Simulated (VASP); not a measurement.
Set up this calculation in VASP 6.6.1, as the native input.

```
Task                   : single point
Functional             : PBE
Potentials or basis    : VASP PAW PBE potentials, release 64 (Mg, O)
Cutoff                 : 520 eV
k mesh                 : 8 × 8 × 1
Occupations            : gaussian, width 0.05 eV
Spin                   : no spin polarisation
Dipole correction      : no
Further INCAR settings : LREAL = Auto; ALGO = Normal; EDIFF = 1e-07; NBANDS = 111
```

The structure of MgO (an interface model) lies in POSCAR:

```
MgO
1.0
    3.0078233108      0.0000000000      0.0000000000
   -1.5039116554      4.9879106788      0.0000000000
    0.0000000000      0.0000000000     29.2314021005
Mg O
21 21
Direct
    0.8322331716      0.6644663432      0.9739520756
    0.1804426183      0.3608852365      0.1400076505
    0.3634520435      0.7269040870      0.2694868403
    0.4559426049      0.9118852099      0.0899544247
    0.0882977280      0.1765954559      0.3145919021
    0.2789683233      0.5579366466      0.4392900062
    0.6358066052      0.2716132104      0.2265778554
    0.8188334995      0.6376669990      0.3560539634
    0.7203758166      0.4407516332      0.0567819694
    0.9109577308      0.8219154615      0.1814651728
    0.5433244391      0.0866488782      0.4060853332
    0.5908060661      0.1816121322      0.9209625853
    0.7720070642      0.5440141284      0.7921574577
    0.9562254439      0.9124508878      0.6607827082
    0.5003938500      1.0007876999      0.7480063359
    0.6853658678      0.3707317357      0.6146641771
    0.0445145035      0.0890290069      0.8352354943
    0.2287705185      0.4575410371      0.7038836314
    0.4098269295      0.8196538590      0.5750389798
    0.3153674019      0.6307348038      0.8813886939
    0.1680557270      0.3361114540      0.5221998056
    0.0931163694      0.1862327388      0.0742449873
    0.2732971844      0.5465943689      0.2040401976
    0.4527327935      0.9054655869      0.3354186796
    0.3409172659      0.6818345317      0.0224862769
   -0.0003645748      0.9992708504      0.2480301358
    0.1778411714      0.3556823428      0.3803241674
    0.5465528274      0.0931056548      0.1606414631
    0.7259680003      0.4519360007      0.2920362507
    0.9062211402      0.8124422805      0.4217996603
    0.8214326833      0.6428653665      0.1157522380
    0.6587423384      0.3174846768      0.4736877750
    0.6779284922      0.3558569843      0.8559508739
    0.8649443869      0.7298887738      0.7268337251
    0.9489891337      0.8979782675      0.9065734332
    0.5923918708      0.1847837416      0.6810048446
    0.7872853056      0.5745706111      0.5548669689
    0.1358598775      0.2717197550      0.7692119366
    0.3228043287      0.6456086575      0.6400947049
    0.2133261315      0.4266522631      0.9411864114
    0.4083758860      0.8167517720      0.8150475569
    0.0516694345      0.1033388689      0.5894842966
```

The input as run:

INCAR

```
SYSTEM = MgO
PREC = Accurate ; ENCUT = 520
EDIFF = 1E-7 ; ISMEAR = 0
SIGMA = 0.05 ; LREAL = Auto
LASPH = .True. ; NELM = 60
ALGO = Normal ; ISIF = 2
LWAVE = .False. ; LCHARG = .False.
GGA = PE ; NBANDS = 111
```

KPOINTS

```
Automatic mesh
0
Gamma
  8 8 1
  0 0 0
```

Potentials or basis: VASP PAW PBE potentials, release 64 (Mg, O).

The run is started by

```sh
$ cat potpaw_PBE.64/Mg/POTCAR potpaw_PBE.64/O/POTCAR > POTCAR
$ mpirun -np 1 vasp_std > vasp.out
```

It gave:

```
Pressure               : -1.4 GPa
Largest force          : 0.024 eV/Å
Band gap on the k mesh : 2.13 eV
```

Run time: 72 min on 1 thread of Oxide Virtual Turin-like Processor (shared host), peak memory 0.84 GiB.
